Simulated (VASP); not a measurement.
# Ta (Im-3m) in VASP: a series of runs

Ta is run at these levels: PBE, PBE+D3(BJ), BLYP; tasks: single point.

All numbers are computed with VASP 6.6.1; they aren't measurements. Logs are shortened: lines on timing, memory, paths and dates and some standing lists are left out, and cuts for length are marked.

## Step 1: The cell of the first run

It takes space group Im-3m (No. 229, cubic). Conventional cell: a = 3.303 Å, b = 3.303 Å, c = 3.303 Å, α = 90.00°, β = 90.00°, γ = 90.00°. Within 3.8 Å of Ta (site symmetry m-3m) lie 14 Ta at 2.86 to 3.30 Å.

## Step 2: Single point, PBE

Input file INCAR:

```
  ALGO = Normal
  EDIFF = 1E-7
  ENCUT = 520
  GGA = PE
  ISIF = 2
  ISMEAR = 0
  LASPH = True
  LCHARG = False
  LREAL = False
  LWAVE = False
  NBANDS = 12
  NELM = 100
  PREC = Accurate
  SIGMA = 0.025
```

Input file KPOINTS:

```
k-points
0
Gamma
  11 11 11
```

Input file POSCAR:

```
Ta
1.0
   -1.6512800000      1.6512800000      1.6512800000
    1.6512800000     -1.6512800000      1.6512800000
    1.6512800000      1.6512800000     -1.6512800000
Ta
1
Direct
    0.0000000000      0.0000000000      0.0000000000
```

Potentials or basis: VASP PAW PBE potentials, release 64 (Ta_pv).

Launch:

```sh
> cat potpaw_PBE.64/Ta_pv/POTCAR > POTCAR
> mpirun -np 1 vasp_std > vasp.out
```

OUTCAR:

```text
EDIFF = 1E-7
   ENCUT = 520
   GGA = PE
   ISIF = 2
   ISMEAR = 0
   LASPH = True
   LREAL = False
   NELM = 100
   PREC = Accurate

 ion  position               nearest neighbor table
   1  0.000  0.000  0.000-

  LATTYP: Found a body centered cubic cell.
 ALAT       =     3.3025600000

  Lattice vectors:

 A1 = (  -1.6512800000,   1.6512800000,   1.6512800000)
 A2 = (   1.6512800000,  -1.6512800000,   1.6512800000)
 A3 = (   1.6512800000,   1.6512800000,  -1.6512800000)

Analysis of symmetry for initial positions (statically):
=====================================================================
 Subroutine PRICEL returns:
 Original cell was already a primitive cell.

 Routine SETGRP: Setting up the symmetry group for a
 body centered cubic supercell.

 Subroutine GETGRP returns: Found 48 space group operations
 (whereof 48 operations were pure point group operations)
 out of a pool of 48 trial point group operations.

The static configuration has the point symmetry O_h .

Analysis of symmetry for dynamics (positions and initial velocities):
=====================================================================
 Subroutine PRICEL returns:
 Original cell was already a primitive cell.

 Routine SETGRP: Setting up the symmetry group for a
 body centered cubic supercell.

 Subroutine GETGRP returns: Found 48 space group operations
 (whereof 48 operations were pure point group operations)
 out of a pool of 48 trial point group operations.

The dynamic configuration has the point symmetry O_h .

 Subroutine INISYM returns: Found 48 space group operations
 (whereof 48 operations are pure point group operations),
 and found     1 'primitive' translations

----------------------------------------------------------------------------------------

                                     Primitive cell

  volume of cell :      18.0104

  direct lattice vectors                    reciprocal lattice vectors
    -1.651280000  1.651280000  1.651280000     0.000000000  0.302795407  0.302795407
     1.651280000 -1.651280000  1.651280000     0.302795407  0.000000000  0.302795407
     1.651280000  1.651280000 -1.651280000     0.302795407  0.302795407  0.000000000

  length of vectors
     2.860100858  2.860100858  2.860100858     0.428217371  0.428217371  0.428217371

  position of ions in fractional coordinates (direct lattice)
     0.000000000  0.000000000  0.000000000

  ion indices of the primitive-cell ions
   primitive index   ion index
                 1           1

----------------------------------------------------------------------------------------

 KPOINTS: k-points

Automatic generation of k-mesh.
 Grid dimensions read from file:
 generate k-points for:   11   11   11

 Generating k-lattice:

  Cartesian coordinates                     Fractional coordinates (reciprocal lattice)
     0.000000000  0.027526855  0.027526855     0.090909091  0.000000000  0.000000000
     0.027526855  0.000000000  0.027526855     0.000000000  0.090909091  0.000000000
     0.027526855  0.027526855  0.000000000     0.000000000  0.000000000  0.090909091

  Length of vectors
     0.038928852  0.038928852  0.038928852

  Shift w.r.t. Gamma in fractional coordinates (k-lattice)
     0.000000000  0.000000000  0.000000000

 Subroutine IBZKPT returns following result:
 ===========================================

 Found     56 irreducible k-points:

 Following reciprocal coordinates:
            Coordinates               Weight
  0.000000  0.000000  0.000000      1.000000
  0.090909  0.000000  0.000000     12.000000
  0.181818  0.000000  0.000000     12.000000
  0.272727  0.000000  0.000000     12.000000
  0.363636  0.000000  0.000000     12.000000
  0.454545  0.000000  0.000000     12.000000
[... 16 lines left out ...]
  0.272727  0.181818  0.090909     48.000000
  0.363636  0.181818  0.090909     24.000000
 [... further k-points ...]
   k-points           NKPTS =     56   k-points in BZ     NKDIM =     56   number of bands    NBANDS=     12
   number of dos      NEDOS =    301   number of ions     NIONS =      1
   total plane-waves  NPLWV =  13824
   dimension x,y,z NGX =    24 NGY =   24 NGZ =   24
   dimension x,y,z NGXF=    48 NGYF=   48 NGZF=   48
   ions per type =               1
   NGX,Y,Z   is equivalent  to a cutoff of  13.95, 13.95, 13.95 a.u.
   NGXF,Y,Z  is equivalent  to a cutoff of  27.90, 27.90, 27.90 a.u.
 SYSTEM =  unknown system
   PREC   = accura    normal or accurate (medium, high low for compatibility)
   ISTART =      0    job   : 0-new  1-cont  2-samecut
   ICHARG =      2    charge: 1-file 2-atom 10-const
   ISPIN  =      1    spin polarized calculation?
   LNONCOLLINEAR =      F non collinear calculations
   LSORBIT =      F    spin-orbit coupling
   LASPH  =      T    aspherical Exc in radial PAW
   ENCUT  =  520.0 eV  38.22 Ry    6.18 a.u.   5.32  5.32  5.32*2*pi/ulx,y,z
   NELM   =    100;   NELMIN=  2; NELMDL= -5     # of ELM steps
   EDIFF  = 0.1E-06   stopping-criterion for ELM
   LREAL  =      F    real-space projection
   EDIFFG = 0.1E-05   stopping-criterion for IOM
   NSW    =      0    number of steps for IOM
   IBRION =     -1    ionic relax: 0-MD 1-quasi-New 2-CG
   NFREE  =      0    steps in history (QN), initial steepest desc. (CG)
   ISIF   =      2    stress and relaxation
   ISYM   =      2    0-nonsym 1-usesym 2-fastsym
   POTIM  = 0.5000    time-step for ionic-motion
   TEBEG  =    0.0;   TEEND  =   0.0 temperature during run
   PSTRESS=    0.0 pullay stress
   NELECT =      11.0000    total number of electrons
   NUPDOWN=      -1.0000    fix difference up-down
   EMIN   =  10.00;   EMAX   =-10.00  energy-range for DOS
   EFERMI =   0.00;   METHOD = LEGACY
   ISMEAR =     0;   SIGMA  =   0.03  broadening in eV -4-tet -1-fermi 0-gaus
   EFERMI_NEDOS =   21; number of points for ismear=-14 and -15
   IALGO  =     38    algorithm
   IMIX   =      4    mixing-type and parameters
     AMIX     =   0.40;   BMIX     =  1.00
     AMIX_MAG =   1.60;   BMIX_MAG =  1.00
  volume/ion in A,a.u.               =      18.01       121.54
  Fermi-wavevector in a.u.,A,eV,Ry     =   1.388988  2.624806 26.249534  1.929286
  Thomas-Fermi vector in A             =   2.513061
   LORBIT       =      0    0 simple, 1 ext, 2 COOP (PROOUT), +10 PAW based schemes
   GGA     = PE    functional components
   LHFCALC =     F    Hartree Fock is set to
   AEXX    =    0.0000 exact exchange contribution
   IVDW    =     0    specifies the selected vdW correction
   LEPSILON=     F    determine dielectric tensor
   LRPA    =     F    only Hartree local field effects (RPA)
 non-spin polarized calculation
 Gauss-broadening in eV      SIGMA  =   0.03
  energy-cutoff  :      520.00
  volume of cell :       18.01
 maximum number of plane-waves:       494
 NGX is ok and might be reduce to    24
   NGX = 11   NGY = 11   NGZ = 11

 number of electron      11.0000002 magnetization

 Free energy of the ion-electron system (eV)
  ---------------------------------------------------
  ext. energy  EPLUGINS =         0.00000000
  ---------------------------------------------------
  free energy    TOTEN  =       -11.81531613 eV

  energy without entropy =      -11.81522398  energy(sigma->0) =      -11.81527006

 E-fermi :   5.4552     XC(G=0): -12.6163

 val. band max:        5.4264672497   @ k =   0.1818   0.0000   0.0000
 cond. band min:       5.5132452730   @ k =   0.3636   0.1818   0.0909
 fundamental gap:      0.0867780234
 Fermi energy:         5.4551738107

 k-point     1 :       0.0000    0.0000    0.0000
  band No.  band energies     occupation
      1     -27.5731      2.00000
      2     -27.5731      2.00000
      3     -27.5731      2.00000
      4      -2.4301      2.00000
      5       6.2279      0.00000
      6       6.2279      0.00000
      7       6.2279      0.00000
      8       9.5002      0.00000
      9       9.5002      0.00000
     10      20.1983      0.00000
     11      20.4969      0.00000
     12      20.4969      0.00000

 k-point     2 :       0.0909    0.0000    0.0000
  band No.  band energies     occupation
      1     -27.6742      2.00000
      2     -27.6042      2.00000
      3     -27.5736      2.00000
      4      -2.0646      2.00000
      5       5.9935      0.00000
      6       6.1472      0.00000
      7       6.5887      0.00000
      8       9.1531      0.00000
      9       9.5030      0.00000
     10      20.1979      0.00000
     11      20.8125      0.00000
     12      21.1381      0.00000

 k-point     3 :       0.1818    0.0000    0.0000
  band No.  band energies     occupation
      1     -27.9381      2.00000
      2     -27.6869      2.00000
      3     -27.5751      2.00000
      4      -1.0750      2.00000
      5       5.4265      1.89560
      6       5.7661      0.00000
      7       7.6414      0.00000
      8       8.8023      0.00000
      9       9.5591      0.00000
     10      20.1969      0.00000
     11      21.2269      0.00000
     12      22.9105      0.00000
[... 286 lines left out ...]
 k-point    23 :       0.2727    0.1818    0.0909
  band No.  band energies     occupation
      1     -28.5386      2.00000
      2     -28.0292      2.00000
      3     -27.7578      2.00000
      4       2.6355      2.00000
      5       3.9671      2.00000
      6       4.8681      2.00000
      7       9.8428      0.00000
      8      10.3963      0.00000
      9      14.6681      0.00000
     10      15.8721      0.00000
     11      19.5203      0.00000
     12      20.2042      0.00000

 k-point    24 :       0.3636    0.1818    0.0909
  band No.  band energies     occupation
      1     -28.5415      2.00000
      2     -28.1074      2.00000
      3     -27.7657      2.00000
      4       2.6600      2.00000
      5       3.9070      2.00000
      6       5.5132      0.00102
      7       9.9273      0.00000
      8      10.5011      0.00000
      9      14.5989      0.00000
     10      15.6152      0.00000
     11      18.8923      0.00000
     12      20.2033      0.00000

 [... further k-points ...]
[... 5 lines left out ...]
  --------------------------------------------------------------------------------------
  -------------------------------------------------------------------------------------
  Total        0.2507369      0.2507369      0.2507369     -0.0000000     -0.0000000     -0.0000000
  in kB       22.3052325     22.3052325     22.3052325     -0.0000000     -0.0000000     -0.0000000
  external PRESSURE =      22.3052325 kB  Pullay stress =       0.0000000 kB

 VOLUME and BASIS-vectors are now :
 -----------------------------------------------------------------------------
  energy-cutoff  :      520.00
  volume of cell :       18.01
      direct lattice vectors                 reciprocal lattice vectors
    -1.651280000  1.651280000  1.651280000     0.000000000  0.302795407  0.302795407
     1.651280000 -1.651280000  1.651280000     0.302795407  0.000000000  0.302795407
     1.651280000  1.651280000 -1.651280000     0.302795407  0.302795407  0.000000000

 POSITION                                       TOTAL-FORCE (eV/Angst)
 -----------------------------------------------------------------------------------
      0.00000      0.00000      0.00000         0.000000      0.000000     -0.000000
 -----------------------------------------------------------------------------------
    total drift:                                0.000000      0.000000     -0.000000

  FREE ENERGIE OF THE ION-ELECTRON SYSTEM (eV)
  ---------------------------------------------------
  free  energy   TOTEN  =       -11.8153161315 eV

  energy  without entropy=      -11.8152239804  energy(sigma->0) =      -11.81527006
```

Run time: 8.6 s. Hardware: 1 thread of Intel Xeon 8259CL, shared host; peak memory 0.15 GiB.

What came out:

* Free energy: -11.8153 eV
* Pressure: 2.2 GPa

Caveat: spin-orbit coupling is left out, which moves the levels of the heavy elements.

[end of part 1 of 2]
